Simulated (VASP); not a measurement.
## ScAl3: single point with PBEsol

The system is ScAl3.

```
CELL_PARAMETERS angstrom
4.07130 0.00000 0.00000
0.00000 4.07130 0.00000
0.00000 0.00000 4.07130
ATOMIC_POSITIONS crystal
Sc 0.00000 0.00000 0.00000
Al 0.50000 0.00000 0.50000
Al 0.00000 0.50000 0.50000
Al 0.50000 0.50000 0.00000
```

- Program: VASP 6.6.1
- Task: single point
- Functional: PBEsol
- Potentials or basis: VASP PAW PBE potentials, release 64 (Sc_sv, Al)
- Cutoff: 520 eV
- k mesh: 12 × 12 × 12
- Occupations: gaussian, width 0.15 eV
- Spin: no spin polarisation
- Dipole correction: no
- Further INCAR settings: ALGO = Normal; EDIFF = 1e-07; NBANDS = 18

```
Pressure               : 0.2 GPa
Band gap on the k mesh : zero (band 10 reaches 8.26 eV, above the bottom of band 11 at 4.35 eV)
```

Levels at points of the mesh, in eV from the Fermi level:
| k point | band 7 | band 8 | band 9 | band 10 | band 11 | band 12 | band 13 | band 14 |
| --- | --- | --- | --- | --- | --- | --- | --- | --- |
| (0.00, 0.00, 0.00) | -2.65 | -1.82 | -1.82 | -1.82 | 1.21 | 1.29 | 1.29 | 1.29 |
| (0.50, 0.00, 0.00) | -1.74 | -1.74 | -1.52 | 0.94 | 1.02 | 1.02 | 1.33 | 1.64 |
| (0.50, 0.50, 0.00) | -5.65 | -4.41 | -0.56 | -0.56 | 1.20 | 1.37 | 2.08 | 2.52 |
| (0.50, 0.50, 0.50) | -4.82 | -4.53 | -2.97 | -2.97 | -2.97 | 0.93 | 2.62 | 2.62 |

Run time: 2.6 min on 1 thread of Oxide Virtual Turin-like Processor, with other jobs on the host, peak memory 0.19 GiB.

Caveat: the PAW data sets were made with another functional, which shifts forces and pressure a little.
